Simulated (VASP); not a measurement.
# HgTe in VASP: a series of runs

The runs below take HgTe through single point, with r2SCAN.

Program: VASP 6.6.1. These are calculated values, not measurements. Logs are shortened: lines on timing, memory, paths and dates and some standing lists are left out, and cuts for length are marked.

### 1 The cell of the first run

It takes space group F-43m (No. 216, cubic). Conventional cell: a = 6.652 Å, b = 6.652 Å, c = 6.652 Å, α = 90.00°, β = 90.00°, γ = 90.00°. Hg (site symmetry -43m) has 4 Te at 2.88 Å within 3.8 Å. Te (site symmetry -43m) has 4 Hg at 2.88 Å within 3.8 Å.

### 2 Single point, r2SCAN

Input file POSCAR:

```
HgTe
1.0
    0.0000000000      3.3259388563      3.3259388563
    3.3259388563      0.0000000000      3.3259388563
    3.3259388563      3.3259388563      0.0000000000
Hg Te
1 1
Direct
    0.0000000000      0.0000000000      0.0000000000
    0.2500000000      0.2500000000      0.2500000000
```

Input file INCAR.step1:

```
PREC = Accurate
ENCUT = 520
ISMEAR = 0
SIGMA = 0.05
LREAL = False
LASPH = True
NELM = 100
NBANDS = 16
GGA = PE
ALGO = Normal
EDIFF = 1E-4
LWAVE = True
LCHARG = False
```

Input file INCAR.step2:

```
PREC = Accurate
ENCUT = 520
EDIFF = 1E-7
ISMEAR = 0
SIGMA = 0.05
LREAL = False
LASPH = True
NELM = 100
ALGO = Normal
ISIF = 2
LWAVE = False
LCHARG = False
METAGGA = R2SCAN
LMIXTAU = True
NBANDS = 16
ISTART = 1
```

Input file KPOINTS:

```
regular mesh
0
Gamma
  10 10 10
```

Potentials or basis: VASP PAW PBE potentials, release 64 (Hg, Te).

Command:

```console
cat potpaw_PBE.64/Hg/POTCAR potpaw_PBE.64/Te/POTCAR > POTCAR
cp INCAR.step1 INCAR
mpirun -np 1 vasp_std > vasp.out
cp INCAR.step2 INCAR
mpirun -np 1 vasp_std > vasp.out
```

OUTCAR:

```text
PREC = Accurate
   ENCUT = 520
   EDIFF = 1E-7
   ISMEAR = 0
   LREAL = False
   LASPH = True
   NELM = 100
   ISIF = 2
   METAGGA = R2SCAN
   ISTART = 1

 ion  position               nearest neighbor table
   1  0.000  0.000  0.000-   2 2.88   2 2.88   2 2.88   2 2.88
   2  0.250  0.250  0.250-   1 2.88   1 2.88   1 2.88   1 2.88

  LATTYP: Found a face centered cubic cell.
 ALAT       =     6.6518777126

  Lattice vectors:

 A1 = (   0.0000000000,   3.3259388563,   3.3259388563)
 A2 = (   3.3259388563,   0.0000000000,   3.3259388563)
 A3 = (   3.3259388563,   3.3259388563,   0.0000000000)

Analysis of symmetry for initial positions (statically):
=====================================================================
 Subroutine PRICEL returns:
 Original cell was already a primitive cell.

 Routine SETGRP: Setting up the symmetry group for a
 face centered cubic supercell.

 Subroutine GETGRP returns: Found 24 space group operations
 (whereof 24 operations were pure point group operations)
 out of a pool of 48 trial point group operations.

The static configuration has the point symmetry T_d .

Analysis of symmetry for dynamics (positions and initial velocities):
=====================================================================
 Subroutine PRICEL returns:
 Original cell was already a primitive cell.

 Routine SETGRP: Setting up the symmetry group for a
 face centered cubic supercell.

 Subroutine GETGRP returns: Found 24 space group operations
 (whereof 24 operations were pure point group operations)
 out of a pool of 48 trial point group operations.

The dynamic configuration has the point symmetry T_d .

 Subroutine INISYM returns: Found 24 space group operations
 (whereof 24 operations are pure point group operations),
 and found     1 'primitive' translations

----------------------------------------------------------------------------------------

                                     Primitive cell

  volume of cell :      73.5822

  direct lattice vectors                    reciprocal lattice vectors
     0.000000000  3.325938856  3.325938856    -0.150333491  0.150333491  0.150333491
     3.325938856  0.000000000  3.325938856     0.150333491 -0.150333491  0.150333491
     3.325938856  3.325938856  0.000000000     0.150333491  0.150333491 -0.150333491

  length of vectors
     4.703587838  4.703587838  4.703587838     0.260385245  0.260385245  0.260385245

  position of ions in fractional coordinates (direct lattice)
     0.000000000  0.000000000  0.000000000
     0.250000000  0.250000000  0.250000000

  ion indices of the primitive-cell ions
   primitive index   ion index
                 1           1
                 2           2

----------------------------------------------------------------------------------------

 KPOINTS: regular mesh

Automatic generation of k-mesh.
 Grid dimensions read from file:
 generate k-points for:   10   10   10

 Generating k-lattice:

  Cartesian coordinates                     Fractional coordinates (reciprocal lattice)
    -0.015033349  0.015033349  0.015033349     0.100000000  0.000000000  0.000000000
     0.015033349 -0.015033349  0.015033349     0.000000000  0.100000000  0.000000000
     0.015033349  0.015033349 -0.015033349     0.000000000  0.000000000  0.100000000

  Length of vectors
     0.026038524  0.026038524  0.026038524

  Shift w.r.t. Gamma in fractional coordinates (k-lattice)
     0.000000000  0.000000000  0.000000000

 Subroutine IBZKPT returns following result:
 ===========================================

 Found     47 irreducible k-points:

 Following reciprocal coordinates:
            Coordinates               Weight
  0.000000  0.000000  0.000000      1.000000
  0.100000  0.000000  0.000000      8.000000
  0.200000  0.000000  0.000000      8.000000
  0.300000  0.000000  0.000000      8.000000
  0.400000  0.000000  0.000000      8.000000
  0.500000  0.000000  0.000000      4.000000
[... 16 lines left out ...]
  0.300000  0.300000  0.000000      6.000000
  0.400000  0.300000  0.000000     24.000000
 [... further k-points ...]
   k-points           NKPTS =     47   k-points in BZ     NKDIM =     47   number of bands    NBANDS=     16
   number of dos      NEDOS =    301   number of ions     NIONS =      2
   total plane-waves  NPLWV =  46656
   dimension x,y,z NGX =    36 NGY =   36 NGZ =   36
   dimension x,y,z NGXF=    72 NGYF=   72 NGZF=   72
   ions per type =               1   1
   NGX,Y,Z   is equivalent  to a cutoff of  12.72, 12.72, 12.72 a.u.
   NGXF,Y,Z  is equivalent  to a cutoff of  25.45, 25.45, 25.45 a.u.
 SYSTEM =  unknown system
   PREC   = accura    normal or accurate (medium, high low for compatibility)
   ISTART =      1    job   : 0-new  1-cont  2-samecut
   ICHARG =      0    charge: 1-file 2-atom 10-const
   ISPIN  =      1    spin polarized calculation?
   LNONCOLLINEAR =      F non collinear calculations
   LSORBIT =      F    spin-orbit coupling
   LASPH  =      T    aspherical Exc in radial PAW
   ENCUT  =  520.0 eV  38.22 Ry    6.18 a.u.   8.75  8.75  8.75*2*pi/ulx,y,z
   NELM   =    100;   NELMIN=  2; NELMDL=  0     # of ELM steps
   EDIFF  = 0.1E-06   stopping-criterion for ELM
   LREAL  =      F    real-space projection
   EDIFFG = 0.1E-05   stopping-criterion for IOM
   NSW    =      0    number of steps for IOM
   IBRION =     -1    ionic relax: 0-MD 1-quasi-New 2-CG
   NFREE  =      0    steps in history (QN), initial steepest desc. (CG)
   ISIF   =      2    stress and relaxation
   ISYM   =      2    0-nonsym 1-usesym 2-fastsym
   POTIM  = 0.5000    time-step for ionic-motion
   TEBEG  =    0.0;   TEEND  =   0.0 temperature during run
   PSTRESS=    0.0 pullay stress
   NELECT =      18.0000    total number of electrons
   NUPDOWN=      -1.0000    fix difference up-down
   EMIN   =  10.00;   EMAX   =-10.00  energy-range for DOS
   EFERMI =   0.00;   METHOD = LEGACY
   ISMEAR =     0;   SIGMA  =   0.05  broadening in eV -4-tet -1-fermi 0-gaus
   EFERMI_NEDOS =   21; number of points for ismear=-14 and -15
   IALGO  =     38    algorithm
   IMIX   =      4    mixing-type and parameters
     AMIX     =   0.40;   BMIX     =  1.00
     AMIX_MAG =   1.60;   BMIX_MAG =  1.00
  volume/ion in A,a.u.               =      36.79       248.28
  Fermi-wavevector in a.u.,A,eV,Ry     =   1.023862  1.934819 14.262896  1.048293
  Thomas-Fermi vector in A             =   2.157618
   LORBIT       =      0    0 simple, 1 ext, 2 COOP (PROOUT), +10 PAW based schemes
   METAGGA = R2SCAN    functional components
   LHFCALC =     F    Hartree Fock is set to
   AEXX    =    0.0000 exact exchange contribution
   IVDW    =     0    specifies the selected vdW correction
   LEPSILON=     F    determine dielectric tensor
   LRPA    =     F    only Hartree local field effects (RPA)
 non-spin polarized calculation
 Gauss-broadening in eV      SIGMA  =   0.05
  energy-cutoff  :      520.00
  volume of cell :       73.58
 maximum number of plane-waves:      2006
   NGX = 17   NGY = 17   NGZ = 17

 number of electron      17.9999998 magnetization

 Free energy of the ion-electron system (eV)
  ---------------------------------------------------
  ext. energy  EPLUGINS =         0.00000000
  ---------------------------------------------------
  free energy    TOTEN  =       -75.15460103 eV

  energy without entropy =      -75.15452149  energy(sigma->0) =      -75.15456126

 E-fermi :   2.0048     XC(G=0):  -8.9079

 val. band max:        1.9892307849   @ k =   0.0000   0.0000   0.0000
 cond. band min:       2.5843262728   @ k =   0.1000   0.0000   0.0000
 fundamental gap:      0.5950954878
 Fermi energy:         2.0048218448

 k-point     1 :       0.0000    0.0000    0.0000
  band No.  band energies     occupation
      1      -9.8146      2.00000
      2      -5.1748      2.00000
      3      -5.1748      2.00000
      4      -5.1748      2.00000
      5      -4.7066      2.00000
      6      -4.7066      2.00000
[... 8 lines left out ...]
     15      11.9121      0.00000
     16      11.9121      0.00000

 k-point     2 :       0.1000    0.0000    0.0000
  band No.  band energies     occupation
      1      -9.7707      2.00000
      2      -5.1626      2.00000
      3      -5.1626      2.00000
      4      -5.1539      2.00000
      5      -4.7076      2.00000
      6      -4.7076      2.00000
[... 8 lines left out ...]
     15      11.3086      0.00000
     16      11.3086      0.00000

 k-point     3 :       0.2000    0.0000    0.0000
  band No.  band energies     occupation
      1      -9.6524      2.00000
      2      -5.1319      2.00000
      3      -5.1319      2.00000
      4      -5.0769      2.00000
      5      -4.7082      2.00000
      6      -4.7082      2.00000
[... 8 lines left out ...]
     15      10.9185      0.00000
     16      10.9185      0.00000

 k-point     4 :       0.3000    0.0000    0.0000
  band No.  band energies     occupation
      1      -9.4993      2.00000
      2      -5.0974      2.00000
      3      -5.0974      2.00000
      4      -4.9096      2.00000
      5      -4.7036      2.00000
      6      -4.7036      2.00000
[... 8 lines left out ...]
     15      11.0973      0.00000
     16      11.0973      0.00000

 k-point     5 :       0.4000    0.0000    0.0000
  band No.  band energies     occupation
      1      -9.3694      2.00000
      2      -5.0734      2.00000
      3      -5.0734      2.00000
      4      -4.6945      2.00000
      5      -4.6945      2.00000
      6      -4.6389      2.00000
[... 8 lines left out ...]
     15      11.8129      0.00000
     16      11.8129      0.00000

 k-point     6 :       0.5000    0.0000    0.0000
  band No.  band energies     occupation
      1      -9.3184      2.00000
      2      -5.0653      2.00000
      3      -5.0653      2.00000
      4      -4.6896      2.00000
      5      -4.6896      2.00000
      6      -4.4412      2.00000
[... 8 lines left out ...]
     15      12.4553      0.00000
     16      12.4553      0.00000

 k-point     7 :       0.1000    0.1000    0.0000
  band No.  band energies     occupation
      1      -9.7560      2.00000
      2      -5.1621      2.00000
      3      -5.1510      2.00000
      4      -5.1510      2.00000
      5      -4.7145      2.00000
      6      -4.7016      2.00000
[... 8 lines left out ...]
     15      10.5615      0.00000
     16      11.9702      0.00000

 k-point     8 :       0.2000    0.1000    0.0000
  band No.  band energies     occupation
      1      -9.6623      2.00000
      2      -5.1389      2.00000
      3      -5.1196      2.00000
      4      -5.0991      2.00000
      5      -4.7200      2.00000
      6      -4.6973      2.00000
[... 8 lines left out ...]
     15      10.6306      0.00000
     16      11.6458      0.00000

 k-point     9 :       0.3000    0.1000    0.0000
  band No.  band energies     occupation
      1      -9.5200      2.00000
      2      -5.1051      2.00000
      3      -5.0831      2.00000
      4      -4.9700      2.00000
      5      -4.7157      2.00000
      6      -4.6922      2.00000
[... 8 lines left out ...]
     15      11.0111      0.00000
     16      11.6411      0.00000
[... 172 lines left out ...]
 k-point    19 :       0.5000    0.2000    0.0000
  band No.  band energies     occupation
      1      -9.2614      2.00000
      2      -5.0366      2.00000
      3      -5.0020      2.00000
      4      -4.7654      2.00000
      5      -4.6826      2.00000
      6      -4.4510      2.00000
[... 8 lines left out ...]
     15      12.3156      0.00000
     16      12.6013      0.00000

 k-point    20 :      -0.4000    0.2000    0.0000
  band No.  band energies     occupation
      1      -9.2506      2.00000
      2      -5.0314      2.00000
      3      -5.0120      2.00000
      4      -4.7259      2.00000
      5      -4.6988      2.00000
      6      -4.4002      2.00000
[... 8 lines left out ...]
     15      11.5789      0.00000
     16      12.2580      0.00000

 k-point    21 :      -0.3000    0.2000    0.0000
  band No.  band energies     occupation
      1      -9.3225      2.00000
      2      -5.0411      2.00000
      3      -5.0377      2.00000
      4      -4.7449      2.00000
      5      -4.7163      2.00000
      6      -4.6007      2.00000
[... 8 lines left out ...]
     15      11.5168      0.00000
     16      12.6229      0.00000

 k-point    22 :      -0.2000    0.2000    0.0000
  band No.  band energies     occupation
      1      -9.4460      2.00000
      2      -5.0814      2.00000
      3      -5.0600      2.00000
      4      -4.8975      2.00000
      5      -4.7234      2.00000
      6      -4.6755      2.00000
[... 8 lines left out ...]
     15      11.7809      0.00000
     16      12.0331      0.00000

 k-point    23 :       0.3000    0.3000    0.0000
  band No.  band energies     occupation
      1      -9.3912      2.00000
      2      -5.0266      2.00000
      3      -4.9959      2.00000
      4      -4.9959      2.00000
      5      -4.6973      2.00000
      6      -4.6720      2.00000
[... 8 lines left out ...]
     15      12.3911      0.00000
     16      13.1907      0.00000

 k-point    24 :       0.4000    0.3000    0.0000
  band No.  band energies     occupation
      1      -9.2871      2.00000
      2      -5.0067      2.00000
      3      -4.9587      2.00000
      4      -4.9147      2.00000
      5      -4.6671      2.00000
      6      -4.6061      2.00000
[... 8 lines left out ...]
     15      12.6644      0.00000
     16      13.6441      0.00000

 [... further k-points ...]
[... 5 lines left out ...]
  --------------------------------------------------------------------------------------
  -------------------------------------------------------------------------------------
  Total       -0.5800202     -0.5800202     -0.5800202      0.0000000      0.0000000     -0.0000000
  in kB      -12.6293482    -12.6293482    -12.6293482      0.0000000      0.0000000     -0.0000000
  external PRESSURE =     -12.6293482 kB  Pullay stress =       0.0000000 kB

 VOLUME and BASIS-vectors are now :
 -----------------------------------------------------------------------------
  energy-cutoff  :      520.00
  volume of cell :       73.58
      direct lattice vectors                 reciprocal lattice vectors
     0.000000000  3.325938856  3.325938856    -0.150333491  0.150333491  0.150333491
     3.325938856  0.000000000  3.325938856     0.150333491 -0.150333491  0.150333491
     3.325938856  3.325938856  0.000000000     0.150333491  0.150333491 -0.150333491

 POSITION                                       TOTAL-FORCE (eV/Angst)
 -----------------------------------------------------------------------------------
      0.00000      0.00000      0.00000         0.000000      0.000000      0.000000
      1.66297      1.66297      1.66297        -0.000000     -0.000000     -0.000000
 -----------------------------------------------------------------------------------
    total drift:                                0.000000      0.000000      0.000000

  FREE ENERGIE OF THE ION-ELECTRON SYSTEM (eV)
  ---------------------------------------------------
  free  energy   TOTEN  =       -75.1546010270 eV

  energy  without entropy=      -75.1545214932  energy(sigma->0) =      -75.15456126
```

Run time: 2.1 min. Hardware: 1 thread of Intel Xeon Platinum 8488C (Sapphire Rapids), shared host; peak memory 0.25 GiB.

Results:

```
Free energy            : -75.1546 eV
Pressure               : -1.3 GPa
Band gap on the k mesh : zero (filled and empty bands touch)
```

Caveat: semilocal functionals underestimate gaps, and a narrow one can read as zero; the PAW data sets were made with another functional, which shifts forces and pressure a little; spin-orbit coupling is left out, which moves the levels of the heavy elements.

(Part 1 of 2 ends here.)

The gap in the log of VASP goes by the Fermi energy; the results here count the filled bands.